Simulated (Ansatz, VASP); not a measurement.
Mo in VASP and in Ansatz

The input INCAR:

```
SYSTEM = Mo
PREC = Accurate ; ENCUT = 520
EDIFF = 1E-7 ; ISMEAR = -1
SIGMA = 0.1 ; LREAL = .False.
LASPH = .True. ; NELM = 100
ALGO = Normal ; ISIF = 2
LWAVE = .False. ; LCHARG = .True.
GGA = PE ; LELF = .True.
LVHAR = .True. ; NBANDS = 28
```

The input KPOINTS:

```
regular mesh
0
Gamma
  10 10 16
  0 0 0
```

File POSCAR:

```
Mo
1.0
    4.6054900469      0.0000000000      0.0000000000
   -2.3027450235      3.9884713775      0.0000000000
    0.0000000000      0.0000000000      2.5283302350
Mo
3
Direct
    0.0000000000      0.0000000000      1.0000000000
    0.3333333333      0.6666666667      0.5000000000
    0.6666666667      0.3333333333      0.5000000000
```

Input for Ansatz:

```yaml
crystal:
  lattice:
    - [4.6054900469, 0.0, 0.0]
    - [-2.3027450235, 3.9884713775, 0.0]
    - [0.0, 0.0, 2.528330235]
  atoms:
    - { symbol: Mo, position: [0.0, 0.0, 1.0] }
    - { symbol: Mo, position: [0.3333333333, 0.6666666667, 0.5] }
    - { symbol: Mo, position: [0.6666666667, 0.3333333333, 0.5] }
hamiltonian:
  xc: pbe
  pseudopotentials:
    kind: paw
    azcp:
      Mo: "pseudopotentials/Mo.paw.azcp"
basis:
  ecutwfc: 420
  fft_grid_basis: typed
kpoints:
  mp_grid: { grid: [10, 10, 16], shift: [0, 0, 0] }
magnetization:
  spin_polarized: false
scf:
  occupations: { method: fermi_dirac, width: 0.1 }
output:
  stress: true
```

Alike in both runs: task single point; functional PBE; k mesh 10 × 10 × 16; occupations fermi-dirac, width 0.1 eV; no spin polarisation.

|  | VASP | Ansatz |
| --- | --- | --- |
| version | VASP 6.6.1 | Ansatz 0.2.0 |
| potentials or method | VASP PAW PBE potentials, release 64 (Mo_sv), cutoff 520 eV | plane waves (420 eV) with PAW, scalar-relativistic |
| valence electrons in the cell | 42 | 42 |

VASP gave:

```
pressure (GPa)                                                : 11.2
traceless stress, the component that is largest in VASP (GPa) : 1.02
```

Problem. What did Ansatz give for the same quantities?

Solution. Pressure (GPa): 10.6; traceless stress, the component that is largest in VASP (GPa): 0.83.
